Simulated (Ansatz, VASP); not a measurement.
Two plane-wave programs on Hf2ZrGe3

```
Zr Hf Ge
1.0
     4.24012    0.00000    0.00000
     0.00000    4.24012    0.00000
     0.00000    0.00000    7.63489
Zr Hf Ge
1 2 3
Cartesian
  2.1201 2.1201 4.0871
  2.1201 0.0000 6.4634
  0.0000 2.1201 6.4634
  2.1201 0.0000 2.2559
  0.0000 2.1201 2.2559
  2.1201 2.1201 8.2607
```

Alike in both runs: functional PBE; k mesh 4 × 4 × 2; occupations gaussian, width 0.2 eV; no spin polarisation.

Ansatz relaxed the structure, and its values are those at the end. VASP's run is a single point on that final structure, the one shown.

|  | VASP | Ansatz |
| --- | --- | --- |
| version | VASP 6.6.1 | Ansatz 0.2.0 |
| potentials or method | VASP PAW PBE potentials, release 64 (Zr_sv, Hf_pv, Ge_d), cutoff 500 eV | scalar-relativistic, plane waves, PAW |
| valence electrons in the cell | 74 | 106 |

|  | VASP | Ansatz | Ansatz less VASP |
| --- | --- | --- | --- |
| gap on the k mesh at the Fermi level (eV) | none | none | - |
| pressure (GPa) | 0.0 | 0.1 | +0.11 |
| rms of the force components (eV/Å) | 0.007 | 0.011 | +0.0039 |

A gap of «none» marks a metal or a gap that the smearing closes. VASP's potentials hold 74 valence electrons a cell and Ansatz's 106, so a difference there can come from the potentials and not from the codes.

The k mesh is coarse, so the values compare programs but aren't converged. Spin-orbit coupling is off throughout.
